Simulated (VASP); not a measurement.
# Al (Fm-3m) in VASP: further runs

Al is run at these levels: PBE; tasks: single point.

All numbers are computed with VASP 6.6.1; they aren't measurements. Logs are shortened: lines on timing, memory, paths and dates and some standing lists are left out, and cuts for length are marked.

## Step 1: The cell of the first run

It takes space group Fm-3m (No. 225, cubic). The conventional cell has a = 4.050 Å, b = 4.050 Å, c = 4.050 Å, α = 90.00°, β = 90.00°, γ = 90.00°. Al (site symmetry m-3m) has 12 Al at 2.86 Å within 3.8 Å.

## Step 2: Single point, PBE

Input file INCAR:

```
SYSTEM = Al
PREC = Accurate ; ENCUT = 500
EDIFF = 1E-6 ; ISMEAR = -1
SIGMA = 0.05 ; LREAL = .FALSE.
LASPH = .TRUE. ; NELM = 120
ALGO = Normal ; ISIF = 2
LWAVE = .FALSE. ; LCHARG = .TRUE.
GGA = PE ; LELF = .TRUE.
LVHAR = .TRUE. ; NBANDS = 8
GGA_COMPAT = .FALSE.
```

Input file KPOINTS:

```
regular mesh
0
G
  4 4 4
  0 0 0
```

Input file POSCAR:

```
Al
1.0
    0.0000000000      2.0248050000      2.0248050000
    2.0248050000      0.0000000000      2.0248050000
    2.0248050000      2.0248050000      0.0000000000
Al
1
Direct
    0.0000000000      0.0000000000      0.0000000000
```

Potentials or basis: VASP PAW PBE potentials, release 64 (Al).

Started as:

```bash
cat potpaw_PBE.64/Al/POTCAR > POTCAR
mpirun -np 1 vasp_std > vasp.out
```

OUTCAR:

```text
SYSTEM = Al
   PREC = Accurate
   ENCUT = 500
   EDIFF = 1E-6
   ISMEAR = -1
   LREAL = .FALSE.
   LASPH = .TRUE.
   NELM = 120
   ISIF = 2
   GGA = PE

 ion  position               nearest neighbor table
   1  0.000  0.000  0.000-

  LATTYP: Found a face centered cubic cell.
 ALAT       =     4.0496100000

  Lattice vectors:

 A1 = (   0.0000000000,   2.0248050000,   2.0248050000)
 A2 = (   2.0248050000,   0.0000000000,   2.0248050000)
 A3 = (   2.0248050000,   2.0248050000,   0.0000000000)

Analysis of symmetry for initial positions (statically):
=====================================================================
 Subroutine PRICEL returns:
 Original cell was already a primitive cell.

 Routine SETGRP: Setting up the symmetry group for a
 face centered cubic supercell.

 Subroutine GETGRP returns: Found 48 space group operations
 (whereof 48 operations were pure point group operations)
 out of a pool of 48 trial point group operations.

The static configuration has the point symmetry O_h .

Analysis of symmetry for dynamics (positions and initial velocities):
=====================================================================
 Subroutine PRICEL returns:
 Original cell was already a primitive cell.

 Routine SETGRP: Setting up the symmetry group for a
 face centered cubic supercell.

 Subroutine GETGRP returns: Found 48 space group operations
 (whereof 48 operations were pure point group operations)
 out of a pool of 48 trial point group operations.

The dynamic configuration has the point symmetry O_h .

 Subroutine INISYM returns: Found 48 space group operations
 (whereof 48 operations are pure point group operations),
 and found     1 'primitive' translations

----------------------------------------------------------------------------------------

                                     Primitive cell

  volume of cell :      16.6027

  direct lattice vectors                    reciprocal lattice vectors
     0.000000000  2.024805000  2.024805000    -0.246937359  0.246937359  0.246937359
     2.024805000  0.000000000  2.024805000     0.246937359 -0.246937359  0.246937359
     2.024805000  2.024805000  0.000000000     0.246937359  0.246937359 -0.246937359

  length of vectors
     2.863506692  2.863506692  2.863506692     0.427708053  0.427708053  0.427708053

  position of ions in fractional coordinates (direct lattice)
     0.000000000  0.000000000  0.000000000

  ion indices of the primitive-cell ions
   primitive index   ion index
                 1           1

----------------------------------------------------------------------------------------

 KPOINTS: regular mesh

Automatic generation of k-mesh.
 Grid dimensions read from file:
 generate k-points for:    4    4    4

 Generating k-lattice:

  Cartesian coordinates                     Fractional coordinates (reciprocal lattice)
    -0.061734340  0.061734340  0.061734340     0.250000000  0.000000000  0.000000000
     0.061734340 -0.061734340  0.061734340     0.000000000  0.250000000  0.000000000
     0.061734340  0.061734340 -0.061734340     0.000000000  0.000000000  0.250000000

  Length of vectors
     0.106927013  0.106927013  0.106927013

  Shift w.r.t. Gamma in fractional coordinates (k-lattice)
     0.000000000  0.000000000  0.000000000

 Subroutine IBZKPT returns following result:
 ===========================================

 Found      8 irreducible k-points:

 Following reciprocal coordinates:
            Coordinates               Weight
  0.000000  0.000000  0.000000      1.000000
  0.250000  0.000000  0.000000      8.000000
  0.500000  0.000000  0.000000      4.000000
  0.250000  0.250000  0.000000      6.000000
  0.500000  0.250000  0.000000     24.000000
 -0.250000  0.250000  0.000000     12.000000
  0.500000  0.500000  0.000000      3.000000
 -0.250000  0.500000  0.250000      6.000000
   k-points           NKPTS =      8   k-points in BZ     NKDIM =      8   number of bands    NBANDS=      8
   number of dos      NEDOS =    301   number of ions     NIONS =      1
   total plane-waves  NPLWV =  13824
   dimension x,y,z NGX =    24 NGY =   24 NGZ =   24
   dimension x,y,z NGXF=    48 NGYF=   48 NGZF=   48
   ions per type =               1
   NGX,Y,Z   is equivalent  to a cutoff of  13.93, 13.93, 13.93 a.u.
   NGXF,Y,Z  is equivalent  to a cutoff of  27.87, 27.87, 27.87 a.u.
 SYSTEM =  Al
   PREC   = accura    normal or accurate (medium, high low for compatibility)
   ISTART =      0    job   : 0-new  1-cont  2-samecut
   ICHARG =      2    charge: 1-file 2-atom 10-const
   ISPIN  =      1    spin polarized calculation?
   LNONCOLLINEAR =      F non collinear calculations
   LSORBIT =      F    spin-orbit coupling
   LASPH  =      T    aspherical Exc in radial PAW
   ENCUT  =  500.0 eV  36.75 Ry    6.06 a.u.   5.22  5.22  5.22*2*pi/ulx,y,z
   NELM   =    120;   NELMIN=  2; NELMDL= -5     # of ELM steps
   EDIFF  = 0.1E-05   stopping-criterion for ELM
   LREAL  =      F    real-space projection
   EDIFFG = 0.1E-04   stopping-criterion for IOM
   NSW    =      0    number of steps for IOM
   IBRION =     -1    ionic relax: 0-MD 1-quasi-New 2-CG
   NFREE  =      0    steps in history (QN), initial steepest desc. (CG)
   ISIF   =      2    stress and relaxation
   ISYM   =      2    0-nonsym 1-usesym 2-fastsym
   POTIM  = 0.5000    time-step for ionic-motion
   TEBEG  =    0.0;   TEEND  =   0.0 temperature during run
   PSTRESS=    0.0 pullay stress
   NELECT =       3.0000    total number of electrons
   NUPDOWN=      -1.0000    fix difference up-down
   EMIN   =  10.00;   EMAX   =-10.00  energy-range for DOS
   EFERMI =   0.00;   METHOD = LEGACY
   ISMEAR =    -1;   SIGMA  =   0.05  broadening in eV -4-tet -1-fermi 0-gaus
   EFERMI_NEDOS =   21; number of points for ismear=-14 and -15
   IALGO  =     38    algorithm
   IMIX   =      4    mixing-type and parameters
     AMIX     =   0.40;   BMIX     =  1.00
     AMIX_MAG =   1.60;   BMIX_MAG =  1.00
  volume/ion in A,a.u.               =      16.60       112.04
  Fermi-wavevector in a.u.,A,eV,Ry     =   0.925526  1.748991 11.654733  0.856599
  Thomas-Fermi vector in A             =   2.051390
   LORBIT       =      0    0 simple, 1 ext, 2 COOP (PROOUT), +10 PAW based schemes
   GGA     = PE    functional components
   LHFCALC =     F    Hartree Fock is set to
   AEXX    =    0.0000 exact exchange contribution
   IVDW    =     0    specifies the selected vdW correction
   LEPSILON=     F    determine dielectric tensor
   LRPA    =     F    only Hartree local field effects (RPA)
 non-spin polarized calculation
  energy-cutoff  :      500.00
  volume of cell :       16.60
 maximum number of plane-waves:       444
 NGX is ok and might be reduce to    24
   NGX = 11   NGY = 11   NGZ = 11

 number of electron       3.0000000 magnetization

 Free energy of the ion-electron system (eV)
  ---------------------------------------------------
  ext. energy  EPLUGINS =         0.00000000
  ---------------------------------------------------
  free energy    TOTEN  =        -3.46494189 eV

  energy without entropy =       -3.44362357  energy(sigma->0) =       -3.45428273

 E-fermi :   7.2604     XC(G=0): -10.1708

 val. band max:        7.1872015251   @ k =   0.5000   0.2500   0.0000
 cond. band min:       8.1160556433   @ k =  -0.2500   0.5000   0.2500
 fundamental gap:      0.9288541182
 Fermi energy:         7.2603833925

 k-point     1 :       0.0000    0.0000    0.0000
  band No.  band energies     occupation
      1      -3.1523      2.00000
      2      20.5254      0.00000
      3      20.5254      0.00000
      4      20.5254      0.00000
      5      21.9692      0.00000
      6      21.9692      0.00000
      7      21.9692      0.00000
      8      24.3670      0.00000

 k-point     2 :       0.2500    0.0000    0.0000
  band No.  band energies     occupation
      1      -1.4696      2.00000
      2      11.3665      0.00000
      3      18.8024      0.00000
      4      18.8024      0.00000
      5      22.2380      0.00000
      6      22.6381      0.00000
      7      22.6381      0.00000
      8      26.6278      0.00000

 k-point     3 :       0.5000    0.0000    0.0000
  band No.  band energies     occupation
      1       3.3699      2.00000
      2       3.5693      2.00000
      3      19.2848      0.00000
      4      19.2848      0.00000
      5      19.3702      0.00000
      6      19.3702      0.00000
      7      23.0242      0.00000
      8      23.1442      0.00000

 k-point     4 :       0.2500    0.2500    0.0000
  band No.  band energies     occupation
      1      -0.9131      2.00000
      2      15.4091      0.00000
      3      15.4242      0.00000
      4      15.4242      0.00000
      5      16.1679      0.00000
      6      18.8863      0.00000
      7      29.3338      0.00000
      8      29.8027      0.00000

 k-point     5 :       0.5000    0.2500    0.0000
  band No.  band energies     occupation
      1       2.9156      2.00000
      2       7.1872      1.62418
      3      11.5801      0.00000
      4      14.9534      0.00000
      5      16.6372      0.00000
      6      23.9731      0.00000
      7      26.5569      0.00000
      8      29.4380      0.00000

 k-point     6 :      -0.2500    0.2500    0.0000
  band No.  band energies     occupation
      1       1.2916      2.00000
      2       9.1793      0.00000
      3      10.6726      0.00000
      4      17.3781      0.00000
      5      19.3382      0.00000
      6      24.8665      0.00000
      7      25.5045      0.00000
      8      26.6148      0.00000

 k-point     7 :       0.5000    0.5000    0.0000
  band No.  band energies     occupation
      1       5.0319      2.00000
      2       6.3378      2.00000
      3      13.1991      0.00000
      4      13.5045      0.00000
      5      13.5045      0.00000
      6      16.9481      0.00000
      7      33.2531      0.00000
      8      34.7585      0.00000

 k-point     8 :      -0.2500    0.5000    0.2500
  band No.  band energies     occupation
      1       7.1026      1.91831
      2       7.1026      1.91831
      3       8.1161      0.00000
      4       9.0132      0.00000
      5      23.7102      0.00000
      6      23.7102      0.00000
      7      24.2309      0.00000
      8      26.2685      0.00000

------------------------ aborting loop because EDIFF is reached ----------------------------------------

  FORCE on cell =-STRESS in cart. coord.  units (eV):
  Direction    XX          YY          ZZ          XY          YZ          ZX
  --------------------------------------------------------------------------------------
  -------------------------------------------------------------------------------------
  Total        0.0302390      0.0302390      0.0302390     -0.0000000      0.0000000      0.0000000
  in kB        2.9180864      2.9180864      2.9180864     -0.0000000      0.0000000      0.0000000
  external PRESSURE =       2.9180864 kB  Pullay stress =       0.0000000 kB

 VOLUME and BASIS-vectors are now :
 -----------------------------------------------------------------------------
  energy-cutoff  :      500.00
  volume of cell :       16.60
      direct lattice vectors                 reciprocal lattice vectors
     0.000000000  2.024805000  2.024805000    -0.246937359  0.246937359  0.246937359
     2.024805000  0.000000000  2.024805000     0.246937359 -0.246937359  0.246937359
     2.024805000  2.024805000  0.000000000     0.246937359  0.246937359 -0.246937359

 POSITION                                       TOTAL-FORCE (eV/Angst)
 -----------------------------------------------------------------------------------
      0.00000      0.00000      0.00000        -0.000000      0.000000      0.000000
 -----------------------------------------------------------------------------------
    total drift:                                0.000000      0.000000     -0.000000

  FREE ENERGIE OF THE ION-ELECTRON SYSTEM (eV)
  ---------------------------------------------------
  free  energy   TOTEN  =        -3.4649418892 eV

  energy  without entropy=       -3.4436235712  energy(sigma->0) =       -3.45428273
```

Wall time 2.5 s (1 thread of Intel Xeon 8259CL, shared host); peak memory 0.12 GiB.

What came out:

| Property | Result |
| --- | --- |
| Free energy | -3.4649 eV |
| Pressure | 0.3 GPa |
| Band gap on the k mesh | zero (an odd number of electrons rules out a gap without spin polarisation) |

Caveat: the k points lie up to 0.67 Å⁻¹ apart, too coarse for converged energies and pressures of a metal.

## Step 3: Single point, PBE

Input file INCAR:

```
SYSTEM = Al
ALGO = Normal
EDIFF = 1E-6
ENCUT = 500
GGA = PE
GGA_COMPAT = .FALSE.
ISIF = 2
ISMEAR = -1
LASPH = .TRUE.
LCHARG = .TRUE.
LELF = .TRUE.
LREAL = .FALSE.
LVHAR = .TRUE.
LWAVE = .FALSE.
NBANDS = 8
NELM = 120
PREC = Accurate
SIGMA = 0.05
```

Input file KPOINTS:

```
k-points
0
G
  5 5 5
  0 0 0
```

POSCAR is that of step 2.

Potentials or basis: VASP PAW PBE potentials, release 64 (Al).

Started as:

```bash
cat potpaw_PBE.64/Al/POTCAR > POTCAR
mpirun -np 1 vasp_std > vasp.out
```

It took 2.5 s on 1 thread of Intel Xeon 8259CL, shared host; peak memory 0.12 GiB.

Results (log left out):

| Property | Result |
| --- | --- |
| Free energy | -3.6926 eV |
| Pressure | 1.3 GPa |
| Band gap on the k mesh | zero (an odd number of electrons rules out a gap without spin polarisation) |

Levels at points of the mesh, in eV from the Fermi level:
| k point | band 1 | band 2 | band 3 | band 4 | band 5 |
| --- | --- | --- | --- | --- | --- |
| (0.00, 0.00, 0.00) | -11.45 | 12.23 | 12.23 | 12.23 | 13.67 |

Caveat: the k points lie up to 0.54 Å⁻¹ apart, too coarse for converged energies and pressures of a metal.

## Step 4: Single point, PBE

Input file INCAR:

```
ALGO     = Normal         # electronic algorithm
EDIFF    = 1E-6           # SCF threshold, eV
ENCUT    = 500            # plane-wave cutoff, eV
GGA      = PE             # functional
GGA_COMPAT= False        
ISIF     = 2              # what is computed and relaxed
ISMEAR   = -1             # smearing method
LASPH    = True           # aspherical terms in the spheres
LCHARG   = False          # write CHGCAR
LREAL    = False          # projectors in reciprocal space
LWAVE    = False          # write WAVECAR
NBANDS   = 8              # bands
NELM     = 120            # most SCF steps
PREC     = Accurate       # precision mode
SIGMA    = 0.05           # smearing width, eV
```

Input file KPOINTS:

```
k-points
0
Gamma
  6 6 6
```

POSCAR is that of step 3.

Started as:

```bash
cat potpaw_PBE.64/Al/POTCAR > POTCAR
mpirun -np 1 vasp_std > vasp.out
```

It took 2.9 s on 1 thread of Intel Xeon 8259CL, shared host; peak memory 0.13 GiB.

The run converged. Its results:

```yaml
Free_energy: -3.8135 eV
Pressure: -0.1 GPa
Band_gap_on_the_k_mesh: zero (an odd number of electrons rules out a gap without spin polarisation)
```

Levels at points of the mesh, in eV from the Fermi level:
| k point | band 1 | band 2 | band 3 | band 4 | band 5 |
| --- | --- | --- | --- | --- | --- |
| (0.00, 0.00, 0.00) | -11.45 | 12.23 | 12.23 | 12.23 | 13.67 |
| (0.50, 0.00, 0.00) | -4.93 | -4.73 | 10.99 | 10.99 | 11.07 |
| (0.50, 0.50, 0.00) | -3.27 | -1.96 | 4.90 | 5.21 | 5.21 |

Caveat: the k points lie up to 0.45 Å⁻¹ apart, too coarse for converged energies and pressures of a metal.

## Step 5: Single point, PBE

Input file INCAR:

```
SYSTEM = Al
ALGO = Normal ; EDIFF = 1E-6
ENCUT = 500 ; GGA = PE
GGA_COMPAT = .FALSE. ; ISIF = 2
ISMEAR = -1 ; LASPH = .TRUE.
LCHARG = .FALSE. ; LREAL = .FALSE.
LWAVE = .FALSE. ; NBANDS = 8
NELM = 120 ; PREC = Accurate
SIGMA = 0.05
```

Input file KPOINTS:

```
k-points
0
G
  7 7 7
  0 0 0
```

POSCAR is that of step 4.

Potentials or basis: VASP PAW PBE potentials, release 64 (Al).

Started as:

```bash
cat potpaw_PBE.64/Al/POTCAR > POTCAR
mpirun -np 1 vasp_std > vasp.out
```

OUTCAR:

```text
SYSTEM = Al
   EDIFF = 1E-6
   ENCUT = 500
   GGA = PE
   ISIF = 2
   ISMEAR = -1
   LASPH = .TRUE.
   LREAL = .FALSE.
   NELM = 120
   PREC = Accurate

 ion  position               nearest neighbor table
   1  0.000  0.000  0.000-

  LATTYP: Found a face centered cubic cell.
 ALAT       =     4.0496100000

  Lattice vectors:

 A1 = (   0.0000000000,   2.0248050000,   2.0248050000)
 A2 = (   2.0248050000,   0.0000000000,   2.0248050000)
 A3 = (   2.0248050000,   2.0248050000,   0.0000000000)

Analysis of symmetry for initial positions (statically):
=====================================================================
 Subroutine PRICEL returns:
 Original cell was already a primitive cell.

 Routine SETGRP: Setting up the symmetry group for a
 face centered cubic supercell.

 Subroutine GETGRP returns: Found 48 space group operations
 (whereof 48 operations were pure point group operations)
 out of a pool of 48 trial point group operations.

The static configuration has the point symmetry O_h .

Analysis of symmetry for dynamics (positions and initial velocities):
[... 151 lines left out ...]

 E-fermi :   8.0501     XC(G=0): -10.1733

 val. band max:        7.3361265372   @ k =   0.4286   0.1429   0.0000
 cond. band min:       8.0730483585   @ k =  -0.2857   0.2857   0.0000
 fundamental gap:      0.7369218214
 Fermi energy:         8.0501384021

 k-point     1 :       0.0000    0.0000    0.0000
  band No.  band energies     occupation
      1      -3.1550      2.00000
      2      20.5218      0.00000
      3      20.5218      0.00000
      4      20.5218      0.00000
      5      21.9668      0.00000
      6      21.9668      0.00000
      7      21.9668      0.00000
      8      24.3593      0.00000
[... 199 lines left out ...]
 k-point    20 :      -0.2857    0.4286    0.1429
  band No.  band energies     occupation
      1       6.0690      2.00000
      2       6.7180      2.00000
      3       8.1505      0.23697
      4      11.2038      0.00000
      5      20.5795      0.00000
      6      24.9887      0.00000
      7      25.6298      0.00000
      8      27.2401      0.00000

------------------------ aborting loop because EDIFF is reached ----------------------------------------

  FORCE on cell =-STRESS in cart. coord.  units (eV):
  Direction    XX          YY          ZZ          XY          YZ          ZX
  --------------------------------------------------------------------------------------
  -------------------------------------------------------------------------------------
  Total       -0.0999214     -0.0999214     -0.0999214      0.0000000     -0.0000000      0.0000000
  in kB       -9.6424998     -9.6424998     -9.6424998      0.0000000     -0.0000000      0.0000000
  external PRESSURE =      -9.6424998 kB  Pullay stress =       0.0000000 kB

 VOLUME and BASIS-vectors are now :
 -----------------------------------------------------------------------------
  energy-cutoff  :      500.00
  volume of cell :       16.60
      direct lattice vectors                 reciprocal lattice vectors
     0.000000000  2.024805000  2.024805000    -0.246937359  0.246937359  0.246937359
     2.024805000  0.000000000  2.024805000     0.246937359 -0.246937359  0.246937359
     2.024805000  2.024805000  0.000000000     0.246937359  0.246937359 -0.246937359

 POSITION                                       TOTAL-FORCE (eV/Angst)
 -----------------------------------------------------------------------------------
      0.00000      0.00000      0.00000         0.000000      0.000000      0.000000
 -----------------------------------------------------------------------------------
    total drift:                                0.000000     -0.000000     -0.000000

  FREE ENERGIE OF THE ION-ELECTRON SYSTEM (eV)
  ---------------------------------------------------
  free  energy   TOTEN  =        -3.7936489378 eV

  energy  without entropy=       -3.7887504568  energy(sigma->0) =       -3.79119970
```

It took 3.1 s on 1 thread of Intel Xeon 8259CL, shared host; peak memory 0.13 GiB.

Results:

| Quantity | Value |
| --- | --- |
| Free energy | -3.7936 eV |
| Pressure | -1.0 GPa |
| Band gap on the k mesh | zero (an odd number of electrons rules out a gap without spin polarisation) |

Levels at points of the mesh, in eV from the Fermi level:
| k point | band 1 | band 2 | band 3 | band 4 |
| --- | --- | --- | --- | --- |
| (0.00, 0.00, 0.00) | -11.21 | 12.47 | 12.47 | 12.47 |

Caveat: the k points lie up to 0.38 Å⁻¹ apart, too coarse for converged energies and pressures of a metal.

## Step 6: The runs side by side

| k mesh | gap on the mesh (eV) | pressure (GPa) |
| --- | --- | --- |
| 4 × 4 × 4 | none | 0.3 |
| 5 × 5 × 5 | none | 1.3 |
| 6 × 6 × 6 | none | -0.1 |
| 7 × 7 × 7 | none | -1.0 |

Alike in all rows: task single point; level PBE; potentials or basis VASP PAW PBE potentials, release 64 (Al); no spin polarisation; cell as given; cutoff (eV) 500; smearing fermi-dirac 0.05 eV.

Caveats: all runs use coarse meshes.

Absolute energies hang on the potentials; compare differences alone.

The gap in the log of VASP goes by the Fermi energy; the results here count the filled bands.